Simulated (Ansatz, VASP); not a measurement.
**Two plane-wave programs on Li3Au**

```
Li Au
1.0
     0.00000    3.04893    3.04893
     3.04893    0.00000    3.04893
     3.04893    3.04893    0.00000
Li Au
3 1
Direct
  0.25000 0.25000 0.25000
  0.75000 0.75000 0.75000
  0.50000 0.50000 0.50000
  0.00000 0.00000 0.00000
```

Alike in both runs: task relaxation of cell and atoms; functional LDA; k mesh 12 × 12 × 12; occupations fermi-dirac, width 0.15 eV; no spin polarisation.

|  | VASP | Ansatz |
| --- | --- | --- |
| version | VASP 6.6.1 | Ansatz 0.2.0 |
| potentials or method | VASP PAW LDA potentials, release 64 (Li_sv, Au), cutoff 600 eV | scalar-relativistic, plane waves, PAW |
| valence electrons in the cell | 20 | 28 |

VASP gave:

* gap on the k mesh at the Fermi level, each at its own relaxed structure (eV): none
* relaxed volume (Å³/atom): 14.18
* relaxed length of the cell vector where the two differ most in proportion (Å): 4.313

Problem. Which values does Ansatz return?

Solution. gap on the k mesh at the Fermi level, each at its own relaxed structure (eV): none; relaxed volume (Å³/atom): 14.19; relaxed length of the cell vector where the two differ most in proportion (Å): 4.314.

LDA's correlation is that of Perdew and Zunger in VASP and of Perdew and Wang (1992) in Ansatz. A gap of «none» marks a metal or a gap that the smearing closes. VASP's potentials hold 20 valence electrons a cell and Ansatz's 28, so a difference there can come from the potentials and not from the codes.

Neither program's run includes spin-orbit coupling. Noted on VASP's run: the cutoff is under 1.25 times that of the potentials, so the pressure is a little rough.
